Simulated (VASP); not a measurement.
# Al (Fm-3m) in VASP: single point with revPBE+D3(BJ)

Aim: the single point of Al with revPBE+D3(BJ).

Program: VASP 6.6.1. These are calculated values, not measurements. Logs are shortened: lines on timing, memory, paths and dates and some standing lists are left out, and cuts for length are marked.

## (1) The cell of the first run

Symmetry: Fm-3m, No. 225, cubic system. The conventional cell has a = 3.950 Å, b = 3.950 Å, c = 3.950 Å, α = 90.00°, β = 90.00°, γ = 90.00°. Al (site symmetry m-3m) has 12 Al at 2.79 Å within 3.7 Å.

## (2) Single point, revPBE+D3(BJ)

File INCAR:

```
SYSTEM = Al
  ALGO = Normal
  EDIFF = 1E-6
  ENCUT = 500
  GGA = RE
  GGA_COMPAT = .FALSE.
  ISIF = 2
  ISMEAR = 0
  IVDW = 12
  LASPH = .TRUE.
  LCHARG = .FALSE.
  LREAL = .FALSE.
  LWAVE = .FALSE.
  NBANDS = 8
  NELM = 120
  PREC = Accurate
  SIGMA = 0.1
```

File KPOINTS:

```
k-points
0
G
  18 18 18
  0 0 0
```

File POSCAR:

```
Al
1.0
    0.0000000000      1.9748657525      1.9748657525
    1.9748657525      0.0000000000      1.9748657525
    1.9748657525      1.9748657525      0.0000000000
Al
1
Direct
    0.0000000000      0.0000000000      0.0000000000
```

Potentials or basis: VASP PAW PBE potentials, release 64 (Al).

The run is started by

```console
$ cat potpaw_PBE.64/Al/POTCAR > POTCAR
$ mpirun -np 1 vasp_std > vasp.out
```

OUTCAR:

```text
SYSTEM = Al
   EDIFF = 1E-6
   ENCUT = 500
   GGA = RE
   ISIF = 2
   ISMEAR = 0
   IVDW = 12
   LASPH = .TRUE.
   LREAL = .FALSE.
   NELM = 120
   PREC = Accurate
 IVDW          = 12

 ion  position               nearest neighbor table
   1  0.000  0.000  0.000-

  LATTYP: Found a face centered cubic cell.
 ALAT       =     3.9497315050

  Lattice vectors:

 A1 = (   0.0000000000,   1.9748657525,   1.9748657525)
 A2 = (   1.9748657525,   0.0000000000,   1.9748657525)
 A3 = (   1.9748657525,   1.9748657525,   0.0000000000)

Analysis of symmetry for initial positions (statically):
=====================================================================
 Subroutine PRICEL returns:
 Original cell was already a primitive cell.

 Routine SETGRP: Setting up the symmetry group for a
 face centered cubic supercell.

 Subroutine GETGRP returns: Found 48 space group operations
 (whereof 48 operations were pure point group operations)
 out of a pool of 48 trial point group operations.

The static configuration has the point symmetry O_h .

Analysis of symmetry for dynamics (positions and initial velocities):
=====================================================================
 Subroutine PRICEL returns:
 Original cell was already a primitive cell.

 Routine SETGRP: Setting up the symmetry group for a
 face centered cubic supercell.

 Subroutine GETGRP returns: Found 48 space group operations
 (whereof 48 operations were pure point group operations)
 out of a pool of 48 trial point group operations.

The dynamic configuration has the point symmetry O_h .

 Subroutine INISYM returns: Found 48 space group operations
 (whereof 48 operations are pure point group operations),
 and found     1 'primitive' translations

----------------------------------------------------------------------------------------

                                     Primitive cell

  volume of cell :      15.4043

  direct lattice vectors                    reciprocal lattice vectors
     0.000000000  1.974865752  1.974865752    -0.253181767  0.253181767  0.253181767
     1.974865752  0.000000000  1.974865752     0.253181767 -0.253181767  0.253181767
     1.974865752  1.974865752  0.000000000     0.253181767  0.253181767 -0.253181767

  length of vectors
     2.792881931  2.792881931  2.792881931     0.438523683  0.438523683  0.438523683

  position of ions in fractional coordinates (direct lattice)
     0.000000000  0.000000000  0.000000000
[... 77 lines left out ...]
   LREAL  =      F    real-space projection
   EDIFFG = 0.1E-04   stopping-criterion for IOM
   NSW    =      0    number of steps for IOM
   IBRION =     -1    ionic relax: 0-MD 1-quasi-New 2-CG
   NFREE  =      0    steps in history (QN), initial steepest desc. (CG)
   ISIF   =      2    stress and relaxation
   ISYM   =      2    0-nonsym 1-usesym 2-fastsym
   POTIM  = 0.5000    time-step for ionic-motion
   TEBEG  =    0.0;   TEEND  =   0.0 temperature during run
   PSTRESS=    0.0 pullay stress
   NELECT =       3.0000    total number of electrons
   NUPDOWN=      -1.0000    fix difference up-down
   EMIN   =  10.00;   EMAX   =-10.00  energy-range for DOS
   EFERMI =   0.00;   METHOD = LEGACY
   ISMEAR =     0;   SIGMA  =   0.10  broadening in eV -4-tet -1-fermi 0-gaus
   EFERMI_NEDOS =   21; number of points for ismear=-14 and -15
   IALGO  =     38    algorithm
   IMIX   =      4    mixing-type and parameters
     AMIX     =   0.40;   BMIX     =  1.00
     AMIX_MAG =   1.60;   BMIX_MAG =  1.00
  volume/ion in A,a.u.               =      15.40       103.95
  Fermi-wavevector in a.u.,A,eV,Ry     =   0.948930  1.793218 12.251622  0.900469
  Thomas-Fermi vector in A             =   2.077165
   LORBIT       =      0    0 simple, 1 ext, 2 COOP (PROOUT), +10 PAW based schemes
   GGA     = RE    functional components
   LHFCALC =     F    Hartree Fock is set to
   AEXX    =    0.0000 exact exchange contribution
   IVDW    =    12    specifies the selected vdW correction
   LEPSILON=     F    determine dielectric tensor
   LRPA    =     F    only Hartree local field effects (RPA)
 non-spin polarized calculation
 Gauss-broadening in eV      SIGMA  =   0.10
  energy-cutoff  :      500.00
  volume of cell :       15.40
 maximum number of plane-waves:       399
   NGX = 11   NGY = 11   NGZ = 11

 number of electron       3.0000000 magnetization

 Free energy of the ion-electron system (eV)
  ---------------------------------------------------
  ext. energy  EPLUGINS =         0.00000000
  ---------------------------------------------------
  free energy    TOTEN  =        -3.52525937 eV

  energy without entropy =       -3.52252627  energy(sigma->0) =       -3.52389282

 E-fermi :   8.8094     XC(G=0): -10.4053

 val. band max:        8.8036213472   @ k =  -0.2222   0.3889   0.1667
 cond. band min:       8.8126226030   @ k =  -0.3333   0.3889   0.0556
 fundamental gap:      0.0090012558
 Fermi energy:         8.8093689886

 k-point     1 :       0.0000    0.0000    0.0000
  band No.  band energies     occupation
      1      -2.8086      2.00000
      2      21.7992      0.00000
      3      21.7992      0.00000
      4      21.7992      0.00000
      5      23.9333      0.00000
      6      23.9333      0.00000
      7      23.9333      0.00000
      8      25.7251      0.00000
[... 243 lines left out ...]
 k-point    24 :      -0.2222    0.0556    0.0000
  band No.  band energies     occupation
      1      -1.0919      2.00000
      2      12.8073      0.00000
      3      18.5464      0.00000
      4      21.5031      0.00000
      5      23.3593      0.00000
      6      24.4337      0.00000
      7      24.9471      0.00000
      8      27.2166      0.00000

 [... further k-points ...]

------------------------ aborting loop because EDIFF is reached ----------------------------------------

 Edisp (eV)   -0.68656

 E8    (eV) :    -0.4863

  FORCE on cell =-STRESS in cart. coord.  units (eV):
  Direction    XX          YY          ZZ          XY          YZ          ZX
  --------------------------------------------------------------------------------------
  -------------------------------------------------------------------------------------
  Total      -0.01930    -0.01930    -0.01930     0.00000    -0.00000    -0.00000
  in kB      -2.00736    -2.00736    -2.00736     0.00000    -0.00000    -0.00000
  external pressure =       -2.01 kB  Pullay stress =        0.00 kB

 VOLUME and BASIS-vectors are now :
 -----------------------------------------------------------------------------
  energy-cutoff  :      500.00
  volume of cell :       15.40
      direct lattice vectors                 reciprocal lattice vectors
     0.000000000  1.974865752  1.974865752    -0.253181767  0.253181767  0.253181767
     1.974865752  0.000000000  1.974865752     0.253181767 -0.253181767  0.253181767
     1.974865752  1.974865752  0.000000000     0.253181767  0.253181767 -0.253181767

 POSITION                                       TOTAL-FORCE (eV/Angst)
 -----------------------------------------------------------------------------------
      0.00000      0.00000      0.00000         0.000000      0.000000      0.000000
 -----------------------------------------------------------------------------------
    total drift:                                0.000000      0.000000     -0.000000

  FREE ENERGIE OF THE ION-ELECTRON SYSTEM (eV)
  ---------------------------------------------------
  free  energy   TOTEN  =        -4.2118189960 eV

  energy  without entropy=       -4.2090858971  energy(sigma->0) =       -4.21045245
```

stdout:

```text
POSCAR found type information on POSCAR Al
 POSCAR found :  1 types and       1 ions
 scaLAPACK will be used
 -----------------------------------------------------------------------------
|                                                                             |
|                                                                             |
|     You enforced a specific xc type in the INCAR file but a different       |
|     I HOPE YOU KNOW WHAT YOU ARE DOING!                                     |
|                                                                             |
 -----------------------------------------------------------------------------

 LDA part: xc-table for (Slater+PW92), standard interpolation
 POSCAR, INCAR and KPOINTS ok, starting setup
 FFT: planning ... GRIDC
 FFT: planning ... GRID_SOFT
 FFT: planning ... GRID
 WAVECAR not read
 entering main loop
```

Run time: 16 s. Hardware: 1 thread of Intel Xeon Platinum 8488C (Sapphire Rapids), shared host; peak memory 0.14 GiB.

Results:

| Quantity | Value |
| --- | --- |
| Free energy | -4.2118 eV |
| Pressure | -0.2 GPa |
| Band gap on the k mesh | zero (an odd number of electrons rules out a gap without spin polarisation) |
| Dispersion energy per atom | -0.687 eV |

Levels at points of the mesh, in eV from the Fermi level:
```tsv
k point	band 1	band 2	band 3	band 4	band 5
(0.00, 0.00, 0.00)	-11.62	12.99	12.99	12.99	15.12
(0.50, 0.00, 0.00)	-4.89	-4.46	11.76	11.76	12.24
(0.50, 0.50, 0.00)	-3.10	-1.61	5.24	5.95	5.95
```

Caveat: the PAW data sets were made with another functional, which shifts forces and pressure a little.
